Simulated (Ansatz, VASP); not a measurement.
## Ge3Pt in VASP and in Ansatz

```
Ge Pt
1.0
     5.07487    0.00000    0.00000
     0.00000    5.07487    0.00000
     0.00000    0.00000    5.07487
Ge Pt
6 2
Cartesian
  1.2687 0.0000 2.5374
  2.5374 3.8062 0.0000
  3.8062 0.0000 2.5374
  2.5374 1.2687 0.0000
  0.0000 2.5374 3.8062
  0.0000 2.5374 1.2687
  0.0000 0.0000 0.0000
  2.5374 2.5374 2.5374
```

Change from the starting cell: species swapped into the V3Sn type (Pm-3n, No. 223).

Alike in both runs: task single point; functional PBE; k mesh 4 × 4 × 4; occupations gaussian, width 0.1 eV; no spin polarisation.

```csv
,VASP,Ansatz
version,VASP 6.6.1,Ansatz 0.2.0
potentials or method,"VASP PAW PBE potentials, release 64 (Ge_d, Pt), cutoff 520 eV","scalar-relativistic, plane waves, PAW"
valence electrons in the cell,104,120
```

```csv
,VASP,Ansatz,Ansatz less VASP
gap on the k mesh at the Fermi level (eV),none,none,-
pressure (GPa),11.7,11.8,+0.01
```

A gap of «none» marks a metal or a gap that the smearing closes. VASP's potentials hold 104 valence electrons a cell and Ansatz's 120, so a difference there can come from the potentials and not from the codes.

Spin-orbit coupling is off throughout.
